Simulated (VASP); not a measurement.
Input of a VASP 6.6.1 run:

File POSCAR:

```
TiH
1.0
    2.8775820000      0.0000000000      0.0000000000
   -1.4387910000      2.4920591135      0.0000000000
    0.0000000000      0.0000000000      5.2632940000
Ti H
2 2
Direct
    0.0000000000      0.0000000000      0.0000000000
    0.0000000000      0.0000000000      0.5000000000
    0.6666666667      0.3333333333      0.7500000000
    0.3333333333      0.6666666667      0.2500000000
```

INCAR.step1

```
PREC = Accurate ; ENCUT = 520
ISMEAR = 1 ; SIGMA = 0.1
LREAL = False ; LASPH = True
NELM = 80 ; NBANDS = 21
GGA = PE ; ALGO = Normal
EDIFF = 1E-4 ; LWAVE = True
LCHARG = False
```

The input INCAR.step2:

```
PREC = Accurate ; ENCUT = 520
EDIFF = 1E-6 ; ISMEAR = 1
SIGMA = 0.1 ; LREAL = False
LASPH = True ; NELM = 80
ALGO = Normal ; ISIF = 2
LWAVE = False ; LCHARG = True
METAGGA = R2SCAN ; LMIXTAU = True
LELF = True ; LVHAR = True
NBANDS = 21 ; ISTART = 1
```

KPOINTS

```
Automatic mesh
0
Gamma
  11 11 5
```

Potentials or basis: VASP PAW PBE potentials, release 64 (Ti_sv, H).

Launch:

```sh
$ cat potpaw_PBE.64/Ti_sv/POTCAR potpaw_PBE.64/H/POTCAR > POTCAR
$ cp INCAR.step1 INCAR
$ mpirun -np 1 vasp_std > vasp.out
$ cp INCAR.step2 INCAR
$ mpirun -np 1 vasp_std > vasp.out
```

Predict the pressure.

-1.3 GPa.

Estimate the band gap on the k mesh.

zero (band 13 reaches 9.46 eV, above the bottom of band 14 at 8.09 eV).

Stress tensor (GPa, compression positive):
```
-1.83  0.00  0.00
 0.00 -1.83  0.00
 0.00  0.00 -0.24
```

Caveat: the PAW data sets were made with another functional, which shifts forces and pressure a little.
